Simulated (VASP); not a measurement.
# Mo in VASP: single point with PBE

Aim: the single point of Mo with PBE.

Everything below comes from runs of VASP 6.6.1. Logs are shortened: lines on timing, memory, paths and dates and some standing lists are left out, and cuts for length are marked.

## (1) The cell of the first run

The typed cell holds 2 atoms: a = 3.019 Å, b = 3.019 Å, c = 4.661 Å, α = 97.19°, β = 97.19°, γ = 127.88°.

## (2) Single point, PBE

File INCAR:

```
SYSTEM = Mo
PREC = Accurate
ENCUT = 500
EDIFF = 1E-6
ISMEAR = -1
SIGMA = 0.1
LREAL = .FALSE.
LASPH = .TRUE.
NELM = 120
ALGO = Normal
ISIF = 2
LWAVE = .FALSE.
LCHARG = .FALSE.
GGA = PE
NBANDS = 21
GGA_COMPAT = .FALSE.
```

File KPOINTS:

```
regular mesh
0
G
  22 22 12
  0 0 0
```

File POSCAR:

```
Mo
1.0
   -1.9181181447      1.9179649585      1.3264839357
    1.9179649585     -1.9181181447      1.3264839357
    3.1594710707      3.1594710707     -1.3267644965
Mo
2
Direct
    0.9999597933      0.0000402067      0.0000000000
    0.7500402067      0.2499597933      0.5000000000
```

Potentials or basis: VASP PAW PBE potentials, release 64 (Mo_sv).

Started as:

```sh
cat potpaw_PBE.64/Mo_sv/POTCAR > POTCAR
mpirun -np 1 vasp_std > vasp.out
```

OUTCAR:

```text
SYSTEM = Mo
   PREC = Accurate
   ENCUT = 500
   EDIFF = 1E-6
   ISMEAR = -1
   LREAL = .FALSE.
   LASPH = .TRUE.
   NELM = 120
   ISIF = 2
   GGA = PE

 ion  position               nearest neighbor table
   1  1.000  0.000  0.000-   2 2.70   2 2.70   2 2.70   2 2.70   2 3.28   2 3.28   2 3.29   2 3.29

   2  0.750  0.250  0.500-   1 2.70   1 2.70   1 2.70   1 2.70   1 3.28   1 3.28   1 3.29   1 3.29

  Warning from LATTYP: Got some problem with cell dimensions!
  Tried to take original basis but could not verify dimensions!
  LATTYP: Found a base centered monoclinic cell.
 ALAT       =     2.6529678802
 B/A-ratio  =     2.0448949990
 C/A-ratio  =     1.7567576706
 COS(beta)  =    -0.2844767536

  Lattice vectors:

 A1 = (   1.9181181447,  -1.9179649585,  -1.3264839357)
 A2 = (  -1.9179649585,   1.9181181447,  -1.3264839357)
 A3 = (   3.1593178845,   3.1593178845,   1.3262033749)

Analysis of symmetry for initial positions (statically):
=====================================================================
 Subroutine PRICEL returns:
 Original cell was already a primitive cell.

 Routine SETGRP: Setting up the symmetry group for a
 base centered monoclinic supercell.

 Subroutine GETGRP returns: Found  4 space group operations
 (whereof  2 operations were pure point group operations)
 out of a pool of  4 trial point group operations.

The static configuration has the point symmetry C_2 .
 The point group associated with its full space group is C_2h.

Analysis of symmetry for dynamics (positions and initial velocities):
=====================================================================
 Subroutine PRICEL returns:
 Original cell was already a primitive cell.

 Routine SETGRP: Setting up the symmetry group for a
 base centered monoclinic supercell.

 Subroutine GETGRP returns: Found  4 space group operations
 (whereof  2 operations were pure point group operations)
 out of a pool of  4 trial point group operations.

The dynamic configuration has the point symmetry C_2 .
 The point group associated with its full space group is C_2h.

 Subroutine INISYM returns: Found  4 space group operations
 (whereof  2 operations are pure point group operations),
 and found     1 'primitive' translations

----------------------------------------------------------------------------------------

                                     Primitive cell

  volume of cell :      32.1532

  direct lattice vectors                    reciprocal lattice vectors
    -1.918118145  1.917964959  1.326483936    -0.051195461  0.209487108  0.376945480
     1.917964959 -1.918118145  1.326483936     0.209487108 -0.051195461  0.376945480
     3.159471071  3.159471071 -1.326764497     0.158258175  0.158258175  0.000018276

  length of vectors
     3.019491088  3.019491088  4.660989050     0.434273783  0.434273783  0.223810857

  position of ions in fractional coordinates (direct lattice)
     0.999959793  0.000040207  1.000000000
     0.750040207  0.249959793  0.500000000

  ion indices of the primitive-cell ions
   primitive index   ion index
                 1           1
                 2           2

----------------------------------------------------------------------------------------

 KPOINTS: regular mesh

Automatic generation of k-mesh.
 Grid dimensions read from file:
 generate k-points for:   22   22   12

 Generating k-lattice:

  Cartesian coordinates                     Fractional coordinates (reciprocal lattice)
    -0.002327066  0.009522141  0.017133885     0.045454545  0.000000000 -0.000000000
     0.009522141 -0.002327066  0.017133885     0.000000000  0.045454545 -0.000000000
     0.013188181  0.013188181  0.000001523    -0.000000000 -0.000000000  0.083333333

  Length of vectors
     0.019739717  0.019739717  0.018650905

  Shift w.r.t. Gamma in fractional coordinates (k-lattice)
     0.000000000  0.000000000  0.000000000

 Subroutine IBZKPT returns following result:
 ===========================================

 Found   1531 irreducible k-points:

 Following reciprocal coordinates:
            Coordinates               Weight
  0.000000  0.000000  0.000000      1.000000
  0.045455 -0.000000  0.000000      4.000000
  0.090909 -0.000000  0.000000      4.000000
  0.136364  0.000000 -0.000000      4.000000
  0.181818  0.000000  0.000000      4.000000
  0.227273 -0.000000  0.000000      4.000000
[... 16 lines left out ...]
  0.500000  0.045455 -0.000000      4.000000
 -0.454545  0.045455  0.000000      4.000000
 [... further k-points ...]
   k-points           NKPTS =   1531   k-points in BZ     NKDIM =   1531   number of bands    NBANDS=     21
   number of dos      NEDOS =    301   number of ions     NIONS =      2
   total plane-waves  NPLWV =  20736
   dimension x,y,z NGX =    24 NGY =   24 NGZ =   36
   dimension x,y,z NGXF=    48 NGYF=   48 NGZF=   72
   ions per type =               2
   NGX,Y,Z   is equivalent  to a cutoff of  13.21, 13.21, 12.84 a.u.
   NGXF,Y,Z  is equivalent  to a cutoff of  26.43, 26.43, 25.68 a.u.
 SYSTEM =  Mo
   PREC   = accura    normal or accurate (medium, high low for compatibility)
   ISTART =      0    job   : 0-new  1-cont  2-samecut
   ICHARG =      2    charge: 1-file 2-atom 10-const
   ISPIN  =      1    spin polarized calculation?
   LNONCOLLINEAR =      F non collinear calculations
   LSORBIT =      F    spin-orbit coupling
   LASPH  =      T    aspherical Exc in radial PAW
   ENCUT  =  500.0 eV  36.75 Ry    6.06 a.u.   5.51  5.51  8.50*2*pi/ulx,y,z
   NELM   =    120;   NELMIN=  2; NELMDL= -5     # of ELM steps
   EDIFF  = 0.1E-05   stopping-criterion for ELM
   LREAL  =      F    real-space projection
   EDIFFG = 0.1E-04   stopping-criterion for IOM
   NSW    =      0    number of steps for IOM
   IBRION =     -1    ionic relax: 0-MD 1-quasi-New 2-CG
   NFREE  =      0    steps in history (QN), initial steepest desc. (CG)
   ISIF   =      2    stress and relaxation
   ISYM   =      2    0-nonsym 1-usesym 2-fastsym
   POTIM  = 0.5000    time-step for ionic-motion
   TEBEG  =    0.0;   TEEND  =   0.0 temperature during run
   PSTRESS=    0.0 pullay stress
   NELECT =      28.0000    total number of electrons
   NUPDOWN=      -1.0000    fix difference up-down
   EMIN   =  10.00;   EMAX   =-10.00  energy-range for DOS
   EFERMI =   0.00;   METHOD = LEGACY
   ISMEAR =    -1;   SIGMA  =   0.10  broadening in eV -4-tet -1-fermi 0-gaus
   EFERMI_NEDOS =   21; number of points for ismear=-14 and -15
   IALGO  =     38    algorithm
   IMIX   =      4    mixing-type and parameters
     AMIX     =   0.40;   BMIX     =  1.00
     AMIX_MAG =   1.60;   BMIX_MAG =  1.00
  volume/ion in A,a.u.               =      16.08       108.49
  Fermi-wavevector in a.u.,A,eV,Ry     =   1.563338  2.954280 33.252990  2.444026
  Thomas-Fermi vector in A             =   2.666124
   LORBIT       =      0    0 simple, 1 ext, 2 COOP (PROOUT), +10 PAW based schemes
   GGA     = PE    functional components
   LHFCALC =     F    Hartree Fock is set to
   AEXX    =    0.0000 exact exchange contribution
   IVDW    =     0    specifies the selected vdW correction
   LEPSILON=     F    determine dielectric tensor
   LRPA    =     F    only Hartree local field effects (RPA)
 non-spin polarized calculation
  energy-cutoff  :      500.00
  volume of cell :       32.15
 maximum number of plane-waves:       833
 NGX is ok and might be reduce to    24
   NGX = 11   NGY = 11   NGZ = 17

 number of electron      28.0000001 magnetization

 Free energy of the ion-electron system (eV)
  ---------------------------------------------------
  ext. energy  EPLUGINS =         0.00000000
  ---------------------------------------------------
  free energy    TOTEN  =       -21.43644991 eV

  energy without entropy =      -21.38701059  energy(sigma->0) =      -21.41173025

 E-fermi :  11.9480     XC(G=0): -13.2075

 val. band max:       11.9479047382   @ k =  -0.3182  -0.4091   0.3333
 cond. band min:      11.9496338328   @ k =   0.1364   0.0000  -0.0000
 fundamental gap:      0.0017290947
 Fermi energy:        11.9480122004

 k-point     1 :       0.0000    0.0000    0.0000
  band No.  band energies     occupation
      1     -49.0819      2.00000
      2     -48.8031      2.00000
      3     -23.7559      2.00000
      4     -22.8903      2.00000
      5     -22.5093      2.00000
      6     -22.3535      2.00000
[... 13 lines left out ...]
     20      16.0516      0.00000
     21      23.4352      0.00000

 k-point     2 :       0.0455   -0.0000    0.0000
  band No.  band energies     occupation
      1     -49.0769      2.00000
      2     -48.8006      2.00000
      3     -23.7464      2.00000
      4     -22.8928      2.00000
      5     -22.5146      2.00000
      6     -22.3799      2.00000
[... 13 lines left out ...]
     20      16.1327      0.00000
     21      23.4042      0.00000

 k-point     3 :       0.0909   -0.0000    0.0000
  band No.  band energies     occupation
      1     -49.0623      2.00000
      2     -48.7934      2.00000
      3     -23.7187      2.00000
      4     -22.9002      2.00000
      5     -22.5357      2.00000
      6     -22.4537      2.00000
[... 13 lines left out ...]
     20      16.5531      0.00000
     21      23.3468      0.00000
[... 457 lines left out ...]
 k-point    23 :       0.5000    0.0455   -0.0000
  band No.  band energies     occupation
      1     -48.8155      2.00000
      2     -48.6990      2.00000
      3     -23.7160      2.00000
      4     -23.5948      2.00000
      5     -23.2026      2.00000
      6     -22.8162      2.00000
[... 13 lines left out ...]
     20      19.1971      0.00000
     21      22.1079      0.00000

 k-point    24 :      -0.4545    0.0455    0.0000
  band No.  band energies     occupation
      1     -48.8300      2.00000
      2     -48.7045      2.00000
      3     -23.6527      2.00000
      4     -23.5435      2.00000
      5     -23.2038      2.00000
      6     -22.8480      2.00000
[... 13 lines left out ...]
     20      19.6013      0.00000
     21      22.4297      0.00000

 [... further k-points ...]

------------------------ aborting loop because EDIFF is reached ----------------------------------------

  FORCE on cell =-STRESS in cart. coord.  units (eV):
  Direction    XX          YY          ZZ          XY          YZ          ZX
  --------------------------------------------------------------------------------------
  -------------------------------------------------------------------------------------
  Total        0.0985575      0.0985575      0.0718261      0.0139259      0.0005949      0.0005949
  in kB        4.9110750      4.9110750      3.5790619      0.6939191      0.0296441      0.0296444
  external PRESSURE =       4.4670706 kB  Pullay stress =       0.0000000 kB

 VOLUME and BASIS-vectors are now :
 -----------------------------------------------------------------------------
  energy-cutoff  :      500.00
  volume of cell :       32.15
      direct lattice vectors                 reciprocal lattice vectors
    -1.918118145  1.917964959  1.326483936    -0.051195461  0.209487108  0.376945480
     1.917964959 -1.918118145  1.326483936     0.209487108 -0.051195461  0.376945480
     3.159471071  3.159471071 -1.326764497     0.158258175  0.158258175  0.000018276

 POSITION                                       TOTAL-FORCE (eV/Angst)
 -----------------------------------------------------------------------------------
     -1.91796      1.91781      1.32648        -0.001138      0.001138      0.000000
      0.62048      2.53883      0.66310         0.001138     -0.001138     -0.000000
 -----------------------------------------------------------------------------------
    total drift:                               -0.000000     -0.000000     -0.000000

  FREE ENERGIE OF THE ION-ELECTRON SYSTEM (eV)
  ---------------------------------------------------
  free  energy   TOTEN  =       -21.4364499081 eV

  energy  without entropy=      -21.3870105916  energy(sigma->0) =      -21.41173025
```

It took 15 min on 1 thread of Oxide Virtual Turin-like, shared host; peak memory 0.75 GiB.

What came out:

```yaml
Free_energy: -21.4364 eV
Pressure: 0.4 GPa
Band_gap_on_the_k_mesh: zero (bands 14 and 15 overlap by 1.87 eV)
```

Stress tensor (GPa, compression positive):
```
0.49 0.07 0.00
0.07 0.49 0.00
0.00 0.00 0.36
```
